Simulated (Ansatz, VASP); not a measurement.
**One calculation of Cu, two programs**

Contents of INCAR:

```
SYSTEM = Cu
PREC = Accurate
ENCUT = 520
EDIFF = 1E-6
ISMEAR = 0
SIGMA = 0.15
LREAL = .False.
LASPH = .True.
NELM = 80
ALGO = Normal
ISIF = 2
LWAVE = .False.
LCHARG = .True.
GGA = PS
LELF = .True.
LVHAR = .True.
NBANDS = 12
```

File KPOINTS:

```
Automatic mesh
0
Gamma
  22 22 22
  0 0 0
```

Contents of POSCAR:

```
Cu
1.0
    0.0000000000      1.7623125000      1.8978750000
    1.7623125000      0.0000000000      1.8978750000
    1.7623125000      1.7623125000      0.0000000000
Cu
1
Direct
    0.0000000000      0.0000000000      0.0000000000
```

Input for Ansatz:

```yaml
crystal:
  lattice:
    - [0.0, 1.7623125, 1.897875]
    - [1.7623125, 0.0, 1.897875]
    - [1.7623125, 1.7623125, 0.0]
  atoms:
    - { symbol: Cu, position: [0.0, 0.0, 0.0] }
basis:
  ecutwfc: 420
kpoints:
  mp_grid: { grid: [22, 22, 22] }
hamiltonian:
  xc: pbesol
scf:
  occupations: { method: gaussian, width: 0.15 }
output:
  forces: true
  stress: true
  eigenvalues: true
```

Change from the starting cell: strain -0.025 along x and y, +0.050 along z, atoms carried along.

Alike in both runs: task single point; functional PBEsol; k mesh 22 × 22 × 22; occupations gaussian, width 0.15 eV; no spin polarisation.

```csv
,VASP,Ansatz
version,VASP 6.6.1,Ansatz 0.2.0
potentials or method,"VASP PAW PBE potentials, release 64 (Cu), cutoff 520 eV","scalar-relativistic, plane waves, PAW"
valence electrons in the cell,11,19
```

```csv
,VASP,Ansatz,Ansatz less VASP
gap on the k mesh at the Fermi level (eV),none,none,-
pressure (GPa),-5.3,-6.0,-0.68
"traceless stress, the component that is largest in VASP (GPa)",-3.70,-3.72,-0.016
```

VASP's potentials were made for PBE, not for PBEsol. A gap of «none» marks a metal or a gap that the smearing closes. The functional is the same, so the differences come from potentials, cutoffs and numerics. VASP's potentials hold 11 valence electrons a cell and Ansatz's 19, so a difference there can come from the potentials and not from the codes.
